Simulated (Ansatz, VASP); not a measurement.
# HCN in VASP and in Ansatz

File POSCAR:

```
HCN
1.0
   -2.3160580000      2.3160580000      2.1599010000
    2.3160580000     -2.3160580000      2.1599010000
    2.3160580000      2.3160580000     -2.1599010000
N C H
1 1 1
Direct
    0.2719290000      0.2719290000      0.0000000000
    0.0036740000      0.0036740000      0.0000000000
    0.7520970000      0.7520970000      0.0000000000
```

Contents of INCAR.step1:

```
ALGO     = Normal         # electronic algorithm
EDIFF    = 1E-5           # SCF threshold, eV
ENCUT    = 520            # plane-wave cutoff, eV
GGA      = PE             # functional
ISIF     = 2              # what is computed and relaxed
ISMEAR   = -1             # smearing method
LASPH    = True           # aspherical terms in the spheres
LCHARG   = False          # write CHGCAR
LREAL    = False          # projectors in reciprocal space
LWAVE    = True           # write WAVECAR
NBANDS   = 12             # bands
NELM     = 80             # most SCF steps
PREC     = Accurate       # precision mode
SIGMA    = 0.05           # smearing width, eV
```

INCAR.step2

```
AEXX     = 0.2            # exact-exchange fraction
ALGO     = Normal         # electronic algorithm
EDIFF    = 1E-7           # SCF threshold, eV
ENCUT    = 520            # plane-wave cutoff, eV
GGA      = PE             # functional
HFSCREEN = 0.2            # screening, 1/A
ISIF     = 2              # what is computed and relaxed
ISMEAR   = -1             # smearing method
ISTART   = 1            
LASPH    = True           # aspherical terms in the spheres
LCHARG   = False          # write CHGCAR
LHFCALC  = True           # exact exchange
LREAL    = False          # projectors in reciprocal space
LWAVE    = False          # write WAVECAR
NBANDS   = 12             # bands
NELM     = 80             # most SCF steps
PREC     = Accurate       # precision mode
PRECFOCK = Normal       
SIGMA    = 0.05           # smearing width, eV
```

File KPOINTS:

```
k-points
0
Gamma
  4 4 4
```

The input input.yaml:

```yaml
crystal:
  lattice:
    - [-2.316058, 2.316058, 2.159901]
    - [2.316058, -2.316058, 2.159901]
    - [2.316058, 2.316058, -2.159901]
  atoms:
    - { symbol: "N", position: [0.271929, 0.271929, 0.0] }
    - { symbol: C, position: [0.003674, 0.003674, 0.0] }
    - { symbol: H, position: [0.752097, 0.752097, 0.0] }
hamiltonian:
  xc: { exchange: pbe, correlation: pbe, exx: { coeff: 0.2, omega: 0.2 } }
  pseudopotentials: { kind: paw }
kpoints:
  mp_grid: { grid: [4, 4, 4] }
scf:
  occupations: { method: fermi_dirac, width: 0.05 }
output:
  forces: true
  stress: true
  eigenvalues: true
```

Alike in both runs: task single point; functional PBE-based screened hybrid; k mesh 4 × 4 × 4; occupations fermi-dirac, width 0.05 eV; no spin polarisation.

|  | VASP | Ansatz |
| --- | --- | --- |
| version | VASP 6.6.1 | Ansatz 0.2.0 |
| potentials or method | VASP PAW PBE potentials, release 64 (N, C, H) | Ansatz PAW |
| plane-wave cutoff (eV) | 520 | 420 |
| valence electrons in the cell | 10 | 10 |

```tsv
	VASP	Ansatz	Ansatz less VASP
gap on the k mesh at the Fermi level (eV)	8.04	8.03	-0.018
least direct gap on the mesh (eV)	8.43	8.42	-0.017
pressure (GPa)	-1.4	-1.9	-0.55
traceless stress, the component that is largest in VASP (GPa)	-3.10	-4.43	-1.331
rms of the force components (eV/Å)	0.420	0.674	+0.2539
```

VASP's potentials were made for PBE, not for PBE-based screened hybrid. Atom by atom the forces differ by 0.254 eV/Å (rms over components).

The k mesh is coarse, so the values compare programs but aren't converged. Noted on VASP's run: the standard files for N, O and F lose accuracy on very short bonds.
